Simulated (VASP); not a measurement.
Crystal: Ti.

```
Ti
1.0
     2.95000    0.00000    0.00000
    -1.47500    2.55477    0.00000
     0.00000    0.00000    4.68000
Ti
2
Direct
  0.66667 0.33333 0.75000
  0.33333 0.66667 0.25000
```

* Program: VASP 6.6.1
* Task: relaxation of cell and atoms
* Functional: BLYP
* Dispersion: D3(BJ)
* Potentials or basis: VASP PAW PBE potentials, release 64 (Ti_sv)
* Cutoff: 600 eV
* k mesh: 10 × 10 × 6
* Occupations: fermi-dirac, width 0.05 eV
* Spin: no spin polarisation

At the start: pressure -12.5 GPa; volume 17.64 Å³/atom.

Problem. How do energy, volume and symmetry change on relaxing?

Solution. Over 7 steps the energy falls by 87.1 meV/atom and the volume is 15.59 Å³/atom (-11.6 %); space group P6_3/mmc (No. 194, to 0.05 Å).

The path:
```csv
step,energy change (eV),largest force (eV/Å),pressure (GPa),volume (Å³)
1,0.0000,0.0000,-12.47,35.27
2,-0.0860,0.0000,12.06,28.72
3,-0.1742,0.0000,-0.18,31.23
4,-0.1742,0.0000,0.17,31.15
5,-0.1743,0.0000,-0.13,31.22
6,-0.1743,0.0000,-0.05,31.20
7,-0.1743,0.0000,0.00,31.19
```

Final structure:
```xyz
2
Lattice="2.8334 0.0000 0.0000 -1.4167 2.4538 0.0000 0.0000 0.0000 4.4859" Properties=species:S:1:pos:R:3 pbc="T T T"
Ti    1.4167    0.8179    3.3644
Ti    0.0000    1.6358    1.1215
```

Caveat: the PAW data sets were made with another functional, which shifts forces and pressure a little; the volume moved by -12 % from the deposited cell, more than functionals usually miss; pairwise dispersion overbinds metals, which lowers pressure and volume.
